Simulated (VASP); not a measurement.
A run of VASP 6.6.1 is set up as follows.

The input INCAR:

```
SYSTEM = TlBr
ALGO = Normal
EDIFF = 1E-6
ENCUT = 500
GGA = PE
GGA_COMPAT = .False.
ISIF = 2
ISMEAR = 1
LASPH = .True.
LCHARG = .True.
LELF = .True.
LREAL = .False.
LVHAR = .True.
LWAVE = .False.
NBANDS = 17
NELM = 120
PREC = Accurate
SIGMA = 0.001
```

File KPOINTS:

```
k-points
0
Gamma
  15 15 15
  0 0 0
```

POSCAR

```
TlBr
1.0
    2.9854158124      0.0000000000      0.0000000000
    0.0000000000      2.9854158124      0.0000000000
    0.0000000000      0.0000000000      2.9854158124
Tl Br
1 1
Direct
    0.0000000000      0.0000000000      0.0000000000
    0.5000000000      0.5000000000      0.5000000000
```

Potentials or basis: VASP PAW PBE potentials, release 64 (Tl_d, Br).

The run is started by

```console
$ cat potpaw_PBE.64/Tl_d/POTCAR potpaw_PBE.64/Br/POTCAR > POTCAR
$ mpirun -np 1 vasp_std > vasp.out
```

Problem. Predict the pressure.

Solution. 173.6 GPa.

Problem. Predict the band gap on the k mesh.

Solution. Zero (band 10 reaches 17.20 eV, above the bottom of band 11 at 13.43 eV).

Caveat: spin-orbit coupling is left out, which moves the levels of the heavy elements.
